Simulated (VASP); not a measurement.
# K3Re (Fm-3m) in VASP: notebook, part 2 of 2

VASP 6.6.1. The steps go on from the part before.

### Step 3. Single point, PBE+D3(BJ)

The input, INCAR:

```
PREC = Accurate
ENCUT = 520
EDIFF = 1E-6
ISMEAR = 1
SIGMA = 0.1
LREAL = False
LASPH = True
NELM = 80
ALGO = Normal
ISIF = 2
LWAVE = False
LCHARG = False
GGA = PE
IVDW = 12
NBANDS = 25
```

The input, KPOINTS:

```
Automatic mesh
0
Gamma
  5 5 5
```

The input, POSCAR:

```
K3Re
1.0
    0.0000000000      4.4166170000      4.4166170000
    4.4166170000      0.0000000000      4.4166170000
    4.4166170000      4.4166170000      0.0000000000
K Re
3 1
Direct
    0.7500000000      0.7500000000      0.7500000000
    0.2500000000      0.2500000000      0.2500000000
    0.5000000000      0.5000000000      0.5000000000
    0.0000000000      0.0000000000      0.0000000000
```

Potentials or basis: VASP PAW PBE potentials, release 64 (K_sv, Re).

The run is started by

```sh
$ cat potpaw_PBE.64/K_sv/POTCAR potpaw_PBE.64/Re/POTCAR > POTCAR
$ mpirun -np 1 vasp_std > vasp.out
```

OUTCAR:

```text
PREC = Accurate
   ENCUT = 520
   EDIFF = 1E-6
   ISMEAR = 1
   LREAL = False
   LASPH = True
   NELM = 80
   ISIF = 2
   GGA = PE
   IVDW = 12
 IVDW          = 12

 ion  position               nearest neighbor table
   1  0.750  0.750  0.750-
   2  0.250  0.250  0.250-
   3  0.500  0.500  0.500-
   4  0.000  0.000  0.000-

  LATTYP: Found a face centered cubic cell.
 ALAT       =     8.8332340000

  Lattice vectors:

 A1 = (   0.0000000000,   4.4166170000,   4.4166170000)
 A2 = (   4.4166170000,   0.0000000000,   4.4166170000)
 A3 = (   4.4166170000,   4.4166170000,   0.0000000000)

Analysis of symmetry for initial positions (statically):
=====================================================================
 Subroutine PRICEL returns:
 Original cell was already a primitive cell.

 Routine SETGRP: Setting up the symmetry group for a
 face centered cubic supercell.

 Subroutine GETGRP returns: Found 48 space group operations
 (whereof 48 operations were pure point group operations)
 out of a pool of 48 trial point group operations.

The static configuration has the point symmetry O_h .

Analysis of symmetry for dynamics (positions and initial velocities):
=====================================================================
 Subroutine PRICEL returns:
 Original cell was already a primitive cell.

 Routine SETGRP: Setting up the symmetry group for a
 face centered cubic supercell.

 Subroutine GETGRP returns: Found 48 space group operations
 (whereof 48 operations were pure point group operations)
 out of a pool of 48 trial point group operations.

The dynamic configuration has the point symmetry O_h .

 Subroutine INISYM returns: Found 48 space group operations
 (whereof 48 operations are pure point group operations),
 and found     1 'primitive' translations

----------------------------------------------------------------------------------------

                                     Primitive cell

  volume of cell :     172.3055

  direct lattice vectors                    reciprocal lattice vectors
     0.000000000  4.416617000  4.416617000    -0.113208820  0.113208820  0.113208820
     4.416617000  0.000000000  4.416617000     0.113208820 -0.113208820  0.113208820
     4.416617000  4.416617000  0.000000000     0.113208820  0.113208820 -0.113208820

  length of vectors
     6.246039661  6.246039661  6.246039661     0.196083429  0.196083429  0.196083429

  position of ions in fractional coordinates (direct lattice)
     0.750000000  0.750000000  0.750000000
     0.250000000  0.250000000  0.250000000
     0.500000000  0.500000000  0.500000000
     0.000000000  0.000000000  0.000000000

  ion indices of the primitive-cell ions
   primitive index   ion index
                 1           1
                 2           2
                 3           3
                 4           4

----------------------------------------------------------------------------------------

 KPOINTS: Automatic mesh

Automatic generation of k-mesh.
 Grid dimensions read from file:
 generate k-points for:    5    5    5

 Generating k-lattice:

  Cartesian coordinates                     Fractional coordinates (reciprocal lattice)
    -0.022641764  0.022641764  0.022641764     0.200000000  0.000000000  0.000000000
     0.022641764 -0.022641764  0.022641764     0.000000000  0.200000000  0.000000000
     0.022641764  0.022641764 -0.022641764     0.000000000  0.000000000  0.200000000

  Length of vectors
     0.039216686  0.039216686  0.039216686

  Shift w.r.t. Gamma in fractional coordinates (k-lattice)
     0.000000000  0.000000000  0.000000000

 Subroutine IBZKPT returns following result:
 ===========================================

 Found     10 irreducible k-points:

 Following reciprocal coordinates:
            Coordinates               Weight
  0.000000  0.000000  0.000000      1.000000
  0.200000  0.000000  0.000000      8.000000
  0.400000  0.000000  0.000000      8.000000
  0.200000  0.200000  0.000000      6.000000
  0.400000  0.200000  0.000000     24.000000
 -0.400000  0.200000  0.000000     24.000000
 -0.200000  0.200000  0.000000     12.000000
  0.400000  0.400000  0.000000      6.000000
 -0.400000  0.400000  0.000000     12.000000
 -0.400000  0.400000  0.200000     24.000000
   k-points           NKPTS =     10   k-points in BZ     NKDIM =     10   number of bands    NBANDS=     25
   number of dos      NEDOS =    301   number of ions     NIONS =      4
   total plane-waves  NPLWV = 110592
   dimension x,y,z NGX =    48 NGY =   48 NGZ =   48
   dimension x,y,z NGXF=    96 NGYF=   96 NGZF=   96
   ions per type =               3   1
   NGX,Y,Z   is equivalent  to a cutoff of  12.78, 12.78, 12.78 a.u.
   NGXF,Y,Z  is equivalent  to a cutoff of  25.55, 25.55, 25.55 a.u.
 SYSTEM =  unknown system
   PREC   = accura    normal or accurate (medium, high low for compatibility)
   ISTART =      0    job   : 0-new  1-cont  2-samecut
   ICHARG =      2    charge: 1-file 2-atom 10-const
   ISPIN  =      1    spin polarized calculation?
   LNONCOLLINEAR =      F non collinear calculations
   LSORBIT =      F    spin-orbit coupling
   LASPH  =      T    aspherical Exc in radial PAW
   ENCUT  =  520.0 eV  38.22 Ry    6.18 a.u.  11.61 11.61 11.61*2*pi/ulx,y,z
   NELM   =     80;   NELMIN=  2; NELMDL= -5     # of ELM steps
   EDIFF  = 0.1E-05   stopping-criterion for ELM
   LREAL  =      F    real-space projection
   EDIFFG = 0.1E-04   stopping-criterion for IOM
   NSW    =      0    number of steps for IOM
   IBRION =     -1    ionic relax: 0-MD 1-quasi-New 2-CG
   NFREE  =      0    steps in history (QN), initial steepest desc. (CG)
   ISIF   =      2    stress and relaxation
   ISYM   =      2    0-nonsym 1-usesym 2-fastsym
   POTIM  = 0.5000    time-step for ionic-motion
   TEBEG  =    0.0;   TEEND  =   0.0 temperature during run
   PSTRESS=    0.0 pullay stress
   NELECT =      34.0000    total number of electrons
   NUPDOWN=      -1.0000    fix difference up-down
   EMIN   =  10.00;   EMAX   =-10.00  energy-range for DOS
   EFERMI =   0.00;   METHOD = LEGACY
   ISMEAR =     1;   SIGMA  =   0.10  broadening in eV -4-tet -1-fermi 0-gaus
   EFERMI_NEDOS =   21; number of points for ismear=-14 and -15
   IALGO  =     38    algorithm
   IMIX   =      4    mixing-type and parameters
     AMIX     =   0.40;   BMIX     =  1.00
     AMIX_MAG =   1.60;   BMIX_MAG =  1.00
  volume/ion in A,a.u.               =      43.08       290.69
  Fermi-wavevector in a.u.,A,eV,Ry     =   0.953092  1.801082 12.359314  0.908384
  Thomas-Fermi vector in A             =   2.081715
   LORBIT       =      0    0 simple, 1 ext, 2 COOP (PROOUT), +10 PAW based schemes
   GGA     = PE    functional components
   LHFCALC =     F    Hartree Fock is set to
   AEXX    =    0.0000 exact exchange contribution
   IVDW    =    12    specifies the selected vdW correction
   LEPSILON=     F    determine dielectric tensor
   LRPA    =     F    only Hartree local field effects (RPA)
 non-spin polarized calculation
 Methfessel and Paxton  Order N= 1 SIGMA  =   0.10
  energy-cutoff  :      520.00
  volume of cell :      172.31
 maximum number of plane-waves:      4675
   NGX = 23   NGY = 23   NGZ = 23

 number of electron      33.9999996 magnetization

 Free energy of the ion-electron system (eV)
  ---------------------------------------------------
  ext. energy  EPLUGINS =         0.00000000
  ---------------------------------------------------
  free energy    TOTEN  =        -8.32141357 eV

  energy without entropy =       -8.29805796  energy(sigma->0) =       -8.31362837

 E-fermi :   0.5342     XC(G=0):  -7.3297

 val. band max:        0.5337769878   @ k =   0.4000   0.4000   0.0000
 cond. band min:       0.5574461748   @ k =  -0.4000   0.4000   0.0000
 fundamental gap:      0.0236691870
 Fermi energy:         0.5341616264

 k-point     1 :       0.0000    0.0000    0.0000
  band No.  band energies     occupation
      1     -31.1972      2.00000
      2     -30.5187      2.00000
      3     -30.5101      2.00000
      4     -14.7019      2.00000
      5     -14.7019      2.00000
      6     -14.7019      2.00000
[... 17 lines left out ...]
     24       4.1424      0.00000
     25       4.3511      0.00000
[... 229 lines left out ...]
      3     -30.5141      2.00000
      4     -14.7150      2.00000
      5     -14.7080      2.00000
      6     -14.7018      2.00000
[... 17 lines left out ...]
     24       4.2549      0.00000
     25       4.6156      0.00000

------------------------ aborting loop because EDIFF is reached ----------------------------------------

 Edisp (eV)   -0.91498

 E8    (eV) :    -0.4768

  FORCE on cell =-STRESS in cart. coord.  units (eV):
  Direction    XX          YY          ZZ          XY          YZ          ZX
  --------------------------------------------------------------------------------------
  -------------------------------------------------------------------------------------
  Total      -2.37487    -2.37487    -2.37487     0.00000    -0.00000    -0.00000
  in kB     -22.08267   -22.08267   -22.08267     0.00000    -0.00000    -0.00000
  external pressure =      -22.08 kB  Pullay stress =        0.00 kB

 VOLUME and BASIS-vectors are now :
 -----------------------------------------------------------------------------
  energy-cutoff  :      520.00
  volume of cell :      172.31
      direct lattice vectors                 reciprocal lattice vectors
     0.000000000  4.416617000  4.416617000    -0.113208820  0.113208820  0.113208820
     4.416617000  0.000000000  4.416617000     0.113208820 -0.113208820  0.113208820
     4.416617000  4.416617000  0.000000000     0.113208820  0.113208820 -0.113208820

 POSITION                                       TOTAL-FORCE (eV/Angst)
 -----------------------------------------------------------------------------------
      6.62493      6.62493      6.62493        -0.000000      0.000000      0.000000
      2.20831      2.20831      2.20831        -0.000000     -0.000000     -0.000000
      4.41662      4.41662      4.41662         0.000000      0.000000      0.000000
      0.00000      0.00000      0.00000         0.000000      0.000000      0.000000
 -----------------------------------------------------------------------------------
    total drift:                               -0.000000     -0.000000     -0.000000

  FREE ENERGIE OF THE ION-ELECTRON SYSTEM (eV)
  ---------------------------------------------------
  free  energy   TOTEN  =        -9.2363917169 eV

  energy  without entropy=       -9.2130361067  energy(sigma->0) =       -9.22860651
```

Run time: 64 s. Hardware: 1 thread of Intel Xeon Platinum 8175M at 2.50GHz (Skylake/Cascade Lake), shared host; peak memory 0.32 GiB.

What came out:

```yaml
Free_energy: -9.2364 eV
Pressure: -2.2 GPa
Band_gap_on_the_k_mesh: zero (band 17 reaches 0.56 eV, above the bottom of band 18 at 0.45 eV)
Dispersion_energy_per_atom: -0.229 eV
```

Caveat: three body term missing; spin-orbit coupling is left out, which moves the levels of the heavy elements; pairwise dispersion overbinds metals, which lowers pressure and volume.
